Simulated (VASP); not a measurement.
# AlRu (R-3m) in VASP: further runs

The runs below take AlRu through single point, with PBE.

Program: VASP 6.6.1. These are calculated values, not measurements. Logs are shortened: lines on timing, memory, paths and dates and some standing lists are left out, and cuts for length are marked.

## (1) The cell of the first run

The structure is trigonal, space group R-3m (No. 166). Conventional cell: a = 3.981 Å, b = 3.981 Å, c = 5.851 Å, α = 90.00°, β = 90.00°, γ = 120.00°. Within 3.3 Å of Al (site symmetry -3m) lie 8 Ru at 2.50 to 2.93 Å and 6 Al at 3.01 Å. Ru (site symmetry -3m) has 8 Al at 2.50 to 2.93 Å and 6 Ru at 3.01 Å within 3.3 Å.

## (2) Single point, PBE

INCAR reads:

```
SYSTEM = AlRu
PREC = Accurate
ENCUT = 520
EDIFF = 1E-6
ISMEAR = 0
SIGMA = 0.15
LREAL = .FALSE.
LASPH = .TRUE.
NELM = 100
ALGO = Fast
ISIF = 2
LWAVE = .FALSE.
LCHARG = .FALSE.
GGA = PE
NBANDS = 16
```

KPOINTS reads:

```
regular mesh
0
G
  18 18 18
  0 0 0
```

POSCAR reads:

```
AlRu
1.0
    3.0028836096      0.1876802256      0.1876802256
    0.1876802256      3.0028836096      0.1876802256
    0.1876802256      0.1876802256      3.0028836096
Al Ru
1 1
Direct
    0.0000000000      0.0000000000      0.0000000000
    0.5000000000      0.5000000000      0.5000000000
```

Potentials or basis: VASP PAW PBE potentials, release 64 (Al, Ru_pv).

Started as:

```sh
> cat potpaw_PBE.64/Al/POTCAR potpaw_PBE.64/Ru_pv/POTCAR > POTCAR
> mpirun -np 1 vasp_std > vasp.out
```

OUTCAR:

```text
SYSTEM = AlRu
   PREC = Accurate
   ENCUT = 520
   EDIFF = 1E-6
   ISMEAR = 0
   LREAL = .FALSE.
   LASPH = .TRUE.
   NELM = 100
   ISIF = 2
   GGA = PE

 ion  position               nearest neighbor table
   1  0.000  0.000  0.000-   2 2.50   2 2.50   2 2.50   2 2.50   2 2.50   2 2.50   2 2.93   2 2.93

   2  0.500  0.500  0.500-   1 2.50   1 2.50   1 2.50   1 2.50   1 2.50   1 2.50   1 2.93   1 2.93

  LATTYP: Found a trigonal (rhomboedric) cell.
 ALAT       =     3.0145908026
 COS(alpha) =     0.1279069767

  Lattice vectors:

 A1 = (   3.0028836096,   0.1876802256,   0.1876802256)
 A2 = (   0.1876802256,   3.0028836096,   0.1876802256)
 A3 = (   0.1876802256,   0.1876802256,   3.0028836096)

Analysis of symmetry for initial positions (statically):
=====================================================================
 Subroutine PRICEL returns:
 Original cell was already a primitive cell.

 Routine SETGRP: Setting up the symmetry group for a
 trigonal (rhombohedral) supercell.

 Subroutine GETGRP returns: Found 12 space group operations
 (whereof 12 operations were pure point group operations)
 out of a pool of 12 trial point group operations.

The static configuration has the point symmetry D_3d.

Analysis of symmetry for dynamics (positions and initial velocities):
=====================================================================
 Subroutine PRICEL returns:
 Original cell was already a primitive cell.

 Routine SETGRP: Setting up the symmetry group for a
 trigonal (rhombohedral) supercell.

 Subroutine GETGRP returns: Found 12 space group operations
 (whereof 12 operations were pure point group operations)
 out of a pool of 12 trial point group operations.

The dynamic configuration has the point symmetry D_3d.

 Subroutine INISYM returns: Found 12 space group operations
 (whereof 12 operations are pure point group operations),
 and found     1 'primitive' translations

----------------------------------------------------------------------------------------

                                     Primitive cell

  volume of cell :      26.7738

  direct lattice vectors                    reciprocal lattice vectors
     3.002883610  0.187680226  0.187680226     0.335480005 -0.019734118 -0.019734118
     0.187680226  3.002883610  0.187680226    -0.019734118  0.335480005 -0.019734118
     0.187680226  0.187680226  3.002883610    -0.019734118 -0.019734118  0.335480005

  length of vectors
     3.014590803  3.014590803  3.014590803     0.336638834  0.336638834  0.336638834

  position of ions in fractional coordinates (direct lattice)
[... 75 lines left out ...]
   LSORBIT =      F    spin-orbit coupling
   LASPH  =      T    aspherical Exc in radial PAW
   ENCUT  =  520.0 eV  38.22 Ry    6.18 a.u.   5.61  5.61  5.61*2*pi/ulx,y,z
   NELM   =    100;   NELMIN=  2; NELMDL= -5     # of ELM steps
   EDIFF  = 0.1E-05   stopping-criterion for ELM
   LREAL  =      F    real-space projection
   EDIFFG = 0.1E-04   stopping-criterion for IOM
   NSW    =      0    number of steps for IOM
   IBRION =     -1    ionic relax: 0-MD 1-quasi-New 2-CG
   NFREE  =      0    steps in history (QN), initial steepest desc. (CG)
   ISIF   =      2    stress and relaxation
   ISYM   =      2    0-nonsym 1-usesym 2-fastsym
   POTIM  = 0.5000    time-step for ionic-motion
   TEBEG  =    0.0;   TEEND  =   0.0 temperature during run
   PSTRESS=    0.0 pullay stress
   NELECT =      17.0000    total number of electrons
   NUPDOWN=      -1.0000    fix difference up-down
   EMIN   =  10.00;   EMAX   =-10.00  energy-range for DOS
   EFERMI =   0.00;   METHOD = LEGACY
   ISMEAR =     0;   SIGMA  =   0.15  broadening in eV -4-tet -1-fermi 0-gaus
   EFERMI_NEDOS =   21; number of points for ismear=-14 and -15
   IALGO  =     68    algorithm
   IMIX   =      4    mixing-type and parameters
     AMIX     =   0.40;   BMIX     =  1.00
     AMIX_MAG =   1.60;   BMIX_MAG =  1.00
  volume/ion in A,a.u.               =      13.39        90.34
  Fermi-wavevector in a.u.,A,eV,Ry     =   1.407087  2.659009 26.938090  1.979894
  Thomas-Fermi vector in A             =   2.529382
   LORBIT       =      0    0 simple, 1 ext, 2 COOP (PROOUT), +10 PAW based schemes
   GGA     = PE    functional components
   LHFCALC =     F    Hartree Fock is set to
   AEXX    =    0.0000 exact exchange contribution
   IVDW    =     0    specifies the selected vdW correction
   LEPSILON=     F    determine dielectric tensor
   LRPA    =     F    only Hartree local field effects (RPA)
 non-spin polarized calculation
 RMM-DIIS sequential band-by-band and
 Gauss-broadening in eV      SIGMA  =   0.15
  energy-cutoff  :      520.00
  volume of cell :       26.77
 maximum number of plane-waves:       739
   NGX = 11   NGY = 11   NGZ = 11

 number of electron      16.9999993 magnetization

 Free energy of the ion-electron system (eV)
  ---------------------------------------------------
  ext. energy  EPLUGINS =         0.00000000
  ---------------------------------------------------
  free energy    TOTEN  =       -13.90532797 eV

  energy without entropy =      -13.88589505  energy(sigma->0) =      -13.89561151

 E-fermi :  10.6647     XC(G=0): -12.5460

 val. band max:       10.6631423127   @ k =   0.1111   0.1111   0.0556
 cond. band min:      10.6659191786   @ k =  -0.1111   0.2222   0.0556
 fundamental gap:      0.0027768659
 Fermi energy:        10.6647477327

 k-point     1 :       0.0000    0.0000    0.0000
  band No.  band energies     occupation
      1     -31.0572      2.00000
      2     -31.0572      2.00000
      3     -31.0213      2.00000
      4       1.0639      2.00000
      5       7.2431      2.00000
      6       7.2431      2.00000
[... 433 lines left out ...]
      3     -31.0293      2.00000
      4       2.1122      2.00000
      5       7.2885      2.00000
      6       7.5037      2.00000
[... 8 lines left out ...]
     15      23.9056      0.00000
     16      26.0858      0.00000

 [... further k-points ...]
[... 5 lines left out ...]
  --------------------------------------------------------------------------------------
  -------------------------------------------------------------------------------------
  Total        1.3080722      1.3080722      1.3080722     -1.6470307     -1.6470307     -1.6470307
  in kB       78.2765608     78.2765608     78.2765608    -98.5602311    -98.5602311    -98.5602311
  external PRESSURE =      78.2765608 kB  Pullay stress =       0.0000000 kB

 VOLUME and BASIS-vectors are now :
 -----------------------------------------------------------------------------
  energy-cutoff  :      520.00
  volume of cell :       26.77
      direct lattice vectors                 reciprocal lattice vectors
     3.002883610  0.187680226  0.187680226     0.335480005 -0.019734118 -0.019734118
     0.187680226  3.002883610  0.187680226    -0.019734118  0.335480005 -0.019734118
     0.187680226  0.187680226  3.002883610    -0.019734118 -0.019734118  0.335480005

 POSITION                                       TOTAL-FORCE (eV/Angst)
 -----------------------------------------------------------------------------------
      0.00000      0.00000      0.00000         0.000000      0.000000      0.000000
      1.68912      1.68912      1.68912        -0.000000     -0.000000      0.000000
 -----------------------------------------------------------------------------------
    total drift:                                0.000000     -0.000000     -0.000000

  FREE ENERGIE OF THE ION-ELECTRON SYSTEM (eV)
  ---------------------------------------------------
  free  energy   TOTEN  =       -13.9053279681 eV

  energy  without entropy=      -13.8858950499  energy(sigma->0) =      -13.89561151
```

OSZICAR:

```text
N       E                     dE             d eps       ncg     rms          rms(c)
DAV:   1     0.117380877455E+03    0.11738E+03   -0.91739E+03 18872   0.990E+02
DAV:   2    -0.126412291891E+02   -0.13002E+03   -0.12388E+03 21736   0.293E+02
DAV:   3    -0.145075433013E+02   -0.18663E+01   -0.18602E+01 24216   0.369E+01
DAV:   4    -0.145211420958E+02   -0.13599E-01   -0.13584E-01 23104   0.331E+00
DAV:   5    -0.145213282228E+02   -0.18613E-03   -0.18588E-03 22552   0.371E-01    0.122E+01
RMM:   6    -0.139868872846E+02    0.53444E+00   -0.18830E+00 18969   0.107E+01    0.249E+00
RMM:   7    -0.139181685054E+02    0.68719E-01   -0.13242E-01 19448   0.296E+00    0.214E+00
RMM:   8    -0.139054383498E+02    0.12730E-01   -0.13905E-02 20651   0.944E-01    0.203E-01
RMM:   9    -0.139053324040E+02    0.10595E-03   -0.11697E-03 21484   0.305E-01    0.124E-01
RMM:  10    -0.139053267080E+02    0.56959E-05   -0.15109E-04 22377   0.118E-01    0.323E-02
RMM:  11    -0.139053277295E+02   -0.10215E-05   -0.47118E-05 22340   0.656E-02    0.234E-02
RMM:  12    -0.139053274774E+02    0.25213E-06   -0.12807E-05 23109   0.334E-02    0.140E-02
RMM:  13    -0.139053279681E+02   -0.49070E-06   -0.26925E-06 17860   0.163E-02
   1 F= -.13905328E+02 E0= -.13895612E+02  d E =-.194329E-01
```

Wall time 2 min (1 thread of Intel Xeon 6975P-C, shared host); peak memory 0.34 GiB.

Results:

```
Free energy : -13.9053 eV
Pressure    : 7.8 GPa
```

Levels at points of the mesh, in eV from the Fermi level:
| k point | band 6 | band 7 | band 8 | band 9 | band 10 | band 11 | band 12 | band 13 |
| --- | --- | --- | --- | --- | --- | --- | --- | --- |
| (0.00, 0.00, 0.00) | -3.42 | -0.28 | -0.28 | 0.41 | 6.16 | 6.16 | 6.61 | 11.50 |
| (0.50, 0.00, 0.00) | -2.94 | -1.60 | -1.18 | 0.14 | 2.38 | 7.44 | 10.06 | 11.81 |
| (0.50, 0.50, 0.00) | -1.96 | -1.13 | -0.99 | -0.37 | 1.44 | 4.84 | 7.10 | 9.17 |
| (0.50, 0.50, 0.50) | -4.35 | 0.89 | 1.47 | 1.47 | 4.40 | 5.29 | 5.29 | 6.49 |

## (3) Single point, PBE

This run uses another cell than the first one, of the same volume but with other edges.

INCAR reads:

```
PREC = Accurate ; ENCUT = 520
EDIFF = 1E-7 ; ISMEAR = 0
SIGMA = 0.15 ; LREAL = False
LASPH = True ; NELM = 60
ALGO = Fast ; ISIF = 2
LWAVE = False ; LCHARG = False
GGA = PE ; NBANDS = 16
```

KPOINTS reads:

```
regular mesh
0
Gamma
  18 18 18
```

POSCAR reads:

```
AlRu
1.0
    3.0914888663      0.5848762720      0.5848762720
    0.5848762720      3.0914888663      0.5848762720
    0.5848762720      0.5848762720      3.0914888663
Al Ru
1 1
Direct
    0.0000000000      0.0000000000      0.0000000000
    0.5000000000      0.5000000000      0.5000000000
```

Potentials or basis: VASP PAW PBE potentials, release 64 (Al, Ru_pv).

Started as:

```sh
> cat potpaw_PBE.64/Al/POTCAR potpaw_PBE.64/Ru_pv/POTCAR > POTCAR
> mpirun -np 1 vasp_std > vasp.out
```

It took 2.1 min on 1 thread of Intel Xeon 6975P-C, shared host; peak memory 0.34 GiB.

The run converged. Its results:

```
Free energy : -12.6397 eV
Pressure    : 25.6 GPa
```

Stress tensor (GPa, compression positive):
```
25.60 -9.36 -9.36
-9.36 25.60 -9.36
-9.36 -9.36 25.60
```

Levels at points of the mesh, in eV from the Fermi level:
```csv
k point,band 7,band 8,band 9,band 10,band 11,band 12
"(0.00, 0.00, 0.00)",-1.74,-1.74,-1.37,6.70,6.70,8.02
"(0.50, 0.00, 0.00)",-2.29,-0.86,-0.31,1.80,7.84,8.22
"(0.50, 0.50, 0.00)",-1.14,-0.10,0.43,1.66,3.20,4.38
"(0.50, 0.50, 0.50)",-3.15,0.16,0.16,3.01,6.71,7.50
```
